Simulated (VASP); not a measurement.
Crystal: Sn.

```xyz
4
Lattice="4.5397 0.0000 0.0000 -2.2699 3.9315 0.0000 0.0000 0.0000 7.4134" Properties=species:S:1:pos:R:3 pbc="T T T"
Sn    0.0000    2.6210    0.0000
Sn    2.2699    1.3105    3.7067
Sn    0.0000    2.6210    2.7800
Sn    2.2699    1.3105    6.4867
```

This isn't the form of Sn at room conditions, which is tetragonal (white tin).

* Program: VASP 6.6.1
* Task: relaxation of cell and atoms
* Functional: PBE
* Potentials or basis: VASP PAW PBE potentials, release 64 (Sn_d)
* Cutoff: 600 eV
* k mesh: 6 × 6 × 4
* Occupations: fermi-dirac, width 0.02 eV
* Spin: no spin polarisation

At the start: pressure 5.0 GPa; volume 33.08 Å³/atom.

How do energy, volume and symmetry change on relaxing?

Over 8 steps the energy falls by 52.5 meV/atom and the volume is 36.79 Å³/atom (+11.2 %); space group P6_3/mmc (No. 194, to 0.1 Å) before and after.

The path:
```tsv
step	energy change (eV)	largest force (eV/Å)	pressure (GPa)	volume (Å³)
1	0.0000	0.0627	5.01	132.31
2	-0.1843	0.0111	-1.30	153.11
3	-0.2096	0.0228	0.03	147.09
4	-0.2096	0.0211	-0.07	147.39
5	-0.2099	0.0280	0.03	147.07
6	-0.2100	0.0298	0.06	146.95
7	-0.2102	0.0119	0.05	147.08
8	-0.2102	0.0012	0.00	147.18
```

Final structure:
```cif
data_structure
_symmetry_space_group_name_H-M 'P 1'
_symmetry_Int_Tables_number 1
_cell_length_a 4.7082
_cell_length_b 4.7082
_cell_length_c 7.6666
_cell_angle_alpha 90.000
_cell_angle_beta 90.000
_cell_angle_gamma 120.000
_cell_volume 147.18
loop_
_atom_site_label
_atom_site_type_symbol
_atom_site_fract_x
_atom_site_fract_y
_atom_site_fract_z
_atom_site_occupancy
Sn1 Sn 0.33333 0.66667 0.99908 1
Sn2 Sn 0.66667 0.33333 0.49908 1
Sn3 Sn 0.33333 0.66667 0.37592 1
Sn4 Sn 0.66667 0.33333 0.87592 1
```
